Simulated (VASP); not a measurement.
Write the native input for VASP 6.6.1 that does the following.

```yaml
Task: single point
Functional: PBE
Potentials_or_basis: VASP PAW PBE potentials, release 64 (Mg, Cl, K_sv, Na_pv)
Cutoff: 520 eV
k_mesh: 1 × 1 × 1
Occupations: fermi-dirac, width 0.0552 eV
Spin: no spin polarisation
Dipole_correction: no
Further_INCAR_settings: LREAL = Auto; ALGO = Normal; EDIFF = 1e-07; NBANDS = 86; ISYM = 0
```

The structure of K7NaMgCl10 lies in POSCAR:

```
K7NaMgCl10
1.0
    8.9716240000      0.2219080000     -0.0252420000
    0.2219080000      8.8394450000     -0.1974920000
   -0.0252420000     -0.1974920000      8.4038290000
Mg Cl K Na
1 10 7 1
Direct
    0.3422810500      0.8435338983      0.1521195939
    0.2412705175      0.9482194263      0.9188591178
    0.9135622761      0.1711703422      0.7024922702
    0.6196737493      0.8026789911      0.0422617457
    0.5203298912      0.3297742342      0.1136074925
    0.9055944452      0.0541447564      0.2272408412
    0.3788844842      0.9815590743      0.3921219562
    0.8966876385      0.6251974909      0.5605998994
    0.9351883749      0.4806749347      1.0641819912
    0.4210606725      0.3234022167      0.6849130038
    0.2244948505      0.6862671916      0.3058620040
    0.1724020182      0.2564848584      0.9457303902
    0.6757848319      0.5088788011      0.8243282500
    0.6590787104      0.1180855485      0.5016838653
    0.6997230646      0.0905299842      0.9486002580
    0.7010180638      0.5387654564      0.3046054323
    0.2307910509      0.3523817106      0.4038448660
    0.9627171638      0.7709009001      0.9363556383
    0.0621649415      0.9314554121      0.4557439424
```

These files were run (other wordings do the same):

INCAR

```
SYSTEM = K7NaMgCl10
  ALGO = Normal
  EDIFF = 1E-7
  ENCUT = 520
  GGA = PE
  ISIF = 2
  ISMEAR = -1
  ISYM = 0
  LASPH = .True.
  LCHARG = .True.
  LELF = .True.
  LREAL = Auto
  LVHAR = .True.
  LWAVE = .False.
  NBANDS = 86
  NELM = 60
  PREC = Accurate
  SIGMA = 0.0552
```

KPOINTS

```
k-points
0
Gamma
  1 1 1
  0 0 0
```

Potentials or basis: VASP PAW PBE potentials, release 64 (Mg, Cl, K_sv, Na_pv).

Command:

```console
$ cat potpaw_PBE.64/Mg/POTCAR potpaw_PBE.64/Cl/POTCAR potpaw_PBE.64/K_sv/POTCAR potpaw_PBE.64/Na_pv/POTCAR > POTCAR
$ mpirun -np 1 vasp_gam > vasp.out
```

It gave:

The pressure is 0.8 GPa and the largest force is 1.168 eV/Å. The band gap on the k mesh is 4.04 eV.

Caveat: the k points lie up to 0.75 Å⁻¹ apart.

It took 2.1 min on 1 thread of Intel(R) Xeon(R) Platinum 8488C (Sapphire Rapids) (shared host), peak memory 0.61 GiB.
